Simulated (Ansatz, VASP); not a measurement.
## One calculation of Yb, two programs

INCAR

```
SYSTEM = Yb
ALGO     = Normal         ! electronic algorithm
EDIFF    = 1E-6           ! SCF threshold, eV
ENCUT    = 520            ! plane-wave cutoff, eV
GGA      = PE             ! functional
ISIF     = 2              ! what is computed and relaxed
ISMEAR   = -1             ! smearing method
LASPH    = .True.         ! aspherical terms in the spheres
LCHARG   = .True.         ! write CHGCAR
LELF     = .True.         ! ELF
LREAL    = .False.        ! projectors in reciprocal space
LVHAR    = .True.       
LWAVE    = .False.        ! write WAVECAR
NBANDS   = 18             ! bands
NELM     = 60             ! most SCF steps
PREC     = Accurate       ! precision mode
SIGMA    = 0.05           ! smearing width, eV
```

The input KPOINTS:

```
k-points
0
Gamma
  15 15 15
  0 0 0
```

Contents of POSCAR:

```
Yb
1.0
   -2.0659143288      2.0659143288      2.0659143288
    2.0659143288     -2.0659143288      2.0659143288
    2.0659143288      2.0659143288     -2.0659143288
Yb
1
Direct
    0.0000000000      0.0000000000      0.0000000000
```

Input for Ansatz:

```yaml
crystal:
  lattice:
    - [-2.0659143288, 2.0659143288, 2.0659143288]
    - [2.0659143288, -2.0659143288, 2.0659143288]
    - [2.0659143288, 2.0659143288, -2.0659143288]
  atoms:
    - { symbol: Yb, position: [0.0, 0.0, 0.0] }
kpoints:
  mp_grid: { grid: [15, 15, 15] }
scf:
  occupations: { method: fermi_dirac, width: 0.05 }
hamiltonian:
  xc: pbe
  pseudopotentials: { kind: all_electron, lapw: { basis_error: 0.0005 } }
output:
  forces: true
  stress: true
  eigenvalues: true
```

Change from the starting cell: volume scaled by 1.02.

Alike in both runs: task single point; functional PBE; k mesh 15 × 15 × 15; occupations fermi-dirac, width 0.05 eV; no spin polarisation.

|  | VASP | Ansatz |
| --- | --- | --- |
| version | VASP 6.6.1 | Ansatz 0.2.0 |
| potentials or method | VASP PAW PBE potentials, release 64 (Yb), cutoff 520 eV | all-electron LAPW, scalar-relativistic |

Ansatz gave:

* pressure (GPa): -0.4

Q: Estimate VASP's values.

A: Pressure (GPa): -0.1.

Ansatz ran all-electron here, and VASP with PAW potentials.

Spin-orbit coupling is off throughout.
